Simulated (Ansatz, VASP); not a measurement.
**One calculation of Ag, two programs**

File INCAR:

```
PREC = Accurate
ENCUT = 520
EDIFF = 1E-8
ISMEAR = -1
SIGMA = 0.08
LREAL = F
LASPH = T
NELM = 80
ALGO = Normal
ISIF = 2
LWAVE = F
LCHARG = F
GGA = PE
LEFG = T
NBANDS = 30
```

KPOINTS

```
regular mesh
0
Gamma
  14 14 4
```

File POSCAR:

```
Ag
1.0
    2.8861989086      0.0000000000      0.0000000000
   -1.4430994543      2.4995215753      0.0000000000
    0.0000000000      0.0000000000      9.7000000000
Ag
4
Direct
    0.3333333333      0.6666666667      0.2500000000
    0.6666666667      0.3333333333      0.7500000000
    0.0000000000      0.0000000000      0.0000000000
    0.0000000000      0.0000000000      0.5000000000
```

Input for Ansatz:

```yaml
crystal:
  lattice:
    - [2.8861989086, 0.0, 0.0]
    - [-1.4430994543, 2.4995215753, 0.0]
    - [0.0, 0.0, 9.7]
  atoms:
    - { symbol: Ag, position: [0.3333333333, 0.6666666667, 0.25] }
    - { symbol: Ag, position: [0.6666666667, 0.3333333333, 0.75] }
    - { symbol: Ag, position: [0.0, 0.0, 0.0] }
    - { symbol: Ag, position: [0.0, 0.0, 0.5] }
kpoints:
  mp_grid: { grid: [14, 14, 4] }
scf:
  occupations: { method: fermi_dirac, width: 0.08 }
hamiltonian:
  xc: pbe
  pseudopotentials: { kind: paw }
output:
  forces: true
  stress: true
  eigenvalues: true
  efg: { contact_densities: true }
```

Change from the starting cell: zz strain of -3 %, PAW files.

Alike in both runs: task electric field gradients; functional PBE; k mesh 14 × 14 × 4; occupations fermi-dirac, width 0.08 eV; no spin polarisation.

|  | VASP | Ansatz |
| --- | --- | --- |
| version | VASP 6.6.1 | Ansatz 0.2.0 |
| potentials or method | VASP PAW PBE potentials, release 64 (Ag) | PAW with Ansatz's default frozen-core files, scalar-relativistic |
| plane-wave cutoff (eV) | 520 | 420 |
| valence electrons in the cell | 44 | 76 |

```tsv
	VASP	Ansatz	Ansatz less VASP
pressure (GPa)	2.0	2.2	+0.14
traceless stress, the component that is largest in VASP (GPa)	-2.01	-2.02	-0.011
size of Vzz on the site where it differs most (V/Å²)	6.3	3.7	-2.55
```

With one functional, cell and mesh, what is left measures potentials, basis and numerics. VASP's potentials hold 44 valence electrons a cell and Ansatz's 76, so a difference there can come from the potentials and not from the codes.
